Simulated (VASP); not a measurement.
Write the native input for VASP 6.6.1 that does the following.

- Task: single point
- Functional: PBEsol
- Potentials or basis: VASP PAW PBE potentials, release 64 (Se)
- Cutoff: 520 eV
- k mesh: 20 × 20 × 20
- Occupations: fermi-dirac, width 0.08 eV
- Spin: no spin polarisation
- Dipole correction: no
- Further INCAR settings: ALGO = Normal; EDIFF = 1e-06; NBANDS = 9

The structure of Se lies in POSCAR:

```
Se
1.0
   -1.3305211468      1.3305211468      1.3305211468
    1.3305211468     -1.3305211468      1.3305211468
    1.3305211468      1.3305211468     -1.3305211468
Se
1
Direct
    0.0000000000      0.0000000000      0.0000000000
```

One way to write it, as run:

INCAR

```
SYSTEM = Se
PREC = Accurate ; ENCUT = 520
EDIFF = 1E-6 ; ISMEAR = -1
SIGMA = 0.08 ; LREAL = .False.
LASPH = .True. ; NELM = 60
ALGO = Normal ; ISIF = 2
LWAVE = .False. ; LCHARG = .False.
GGA = PS ; NBANDS = 9
```

KPOINTS

```
regular mesh
0
Gamma
  20 20 20
  0 0 0
```

Potentials or basis: VASP PAW PBE potentials, release 64 (Se).

Command:

```console
$ cat potpaw_PBE.64/Se/POTCAR > POTCAR
$ mpirun -np 1 vasp_std > vasp.out
```

It gave:

* Pressure: 296.5 GPa
* Band gap on the k mesh: zero (band 3 reaches 28.34 eV, above the bottom of band 4 at 8.63 eV)

Caveat: the PAW data sets were made with another functional, which shifts forces and pressure a little.

Run time: 12 s on 1 thread of AMD EPYC 9R14 (Zen 4) (shared host), peak memory 0.1 GiB.
